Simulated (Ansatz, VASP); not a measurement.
# Two plane-wave programs on Hf

```
Hf
1.0
    -1.59153    1.60586   -2.23576
     4.75015    1.62800   -2.20282
    -1.61367   -4.80318   -2.20992
Hf
4
Direct
  0.00230 0.01326 0.01708
  0.48992 0.49676 0.99050
  0.98869 0.48234 0.50376
  0.51909 0.00764 0.48866
```

Change from the starting cell: cell x4, atoms moved at random (sigma 0.05 Å) and cell strained at random (1.5 %), then relaxed without symmetry.

Alike in both runs: task relaxation of cell and atoms; functional PBE; k mesh 8 × 4 × 4; occupations gaussian, width 0.2 eV; no spin polarisation.

|  | VASP | Ansatz |
| --- | --- | --- |
| version | VASP 6.6.1 | Ansatz 0.2.0 |
| potentials or method | VASP PAW PBE potentials, release 64 (Hf_pv), cutoff 600 eV | scalar-relativistic, plane waves, PAW |
| valence electrons in the cell | 40 | 104 |

Ansatz gave:

| Quantity | Value |
| --- | --- |
| gap on the k mesh at the Fermi level, each at its own relaxed structure (eV) | none |
| relaxed volume (Å³/atom) | 22.58 |
| relaxed cell length with the largest relative difference (Å) | 5.504 |

Task: Which values does VASP return?

Result: gap on the k mesh at the Fermi level, each at its own relaxed structure (eV): none; relaxed volume (Å³/atom): 22.47; relaxed cell length with the largest relative difference (Å): 5.493.

A gap of «none» marks a metal or a gap that the smearing closes. VASP's potentials hold 40 valence electrons a cell and Ansatz's 104, so a difference there can come from the potentials and not from the codes.

Neither program's run includes spin-orbit coupling. Noted on VASP's run: too few bands were computed for a metal, which touches its energy and stress.
